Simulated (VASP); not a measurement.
Input of a VASP 6.6.1 run:

The input POSCAR:

```
CaO
1.0
    0.0000000000      2.3975473901      2.3975473901
    2.3975473901      0.0000000000      2.3975473901
    2.3975473901      2.3975473901      0.0000000000
Ca O
1 1
Direct
    0.0000000000      0.0000000000      0.0000000000
    0.5000000000      0.5000000000      0.5000000000
```

INCAR.step1

```
SYSTEM = CaO
PREC = Accurate ; ENCUT = 520
ISMEAR = 0 ; SIGMA = 0.01
LREAL = .False. ; LASPH = .True.
NELM = 80 ; NBANDS = 15
GGA = PE ; ALGO = Normal
EDIFF = 1E-4 ; LWAVE = .True.
LCHARG = .False.
```

The input INCAR.step2:

```
SYSTEM = CaO
PREC = Accurate ; ENCUT = 520
EDIFF = 1E-7 ; ISMEAR = 0
SIGMA = 0.01 ; LREAL = .False.
LASPH = .True. ; NELM = 80
ALGO = Normal ; ISIF = 2
LWAVE = .False. ; LCHARG = .False.
METAGGA = R2SCAN ; LMIXTAU = .True.
NBANDS = 15 ; ISTART = 1
```

The input KPOINTS:

```
Automatic mesh
0
Gamma
  6 6 6
  0 0 0
```

Potentials or basis: VASP PAW PBE potentials, release 64 (Ca_sv, O).

Launch:

```bash
$ cat potpaw_PBE.64/Ca_sv/POTCAR potpaw_PBE.64/O/POTCAR > POTCAR
$ cp INCAR.step1 INCAR
$ mpirun -np 1 vasp_std > vasp.out
$ cp INCAR.step2 INCAR
$ mpirun -np 1 vasp_std > vasp.out
```

Problem. What does it give for the band gap on the k mesh?

Solution. 4.19 eV (least direct gap 4.56 eV).

Problem. Estimate the pressure.

Solution. 1.1 GPa.

Caveat: the PAW data sets were made with another functional, which shifts forces and pressure a little. A k mesh can miss the band edges.
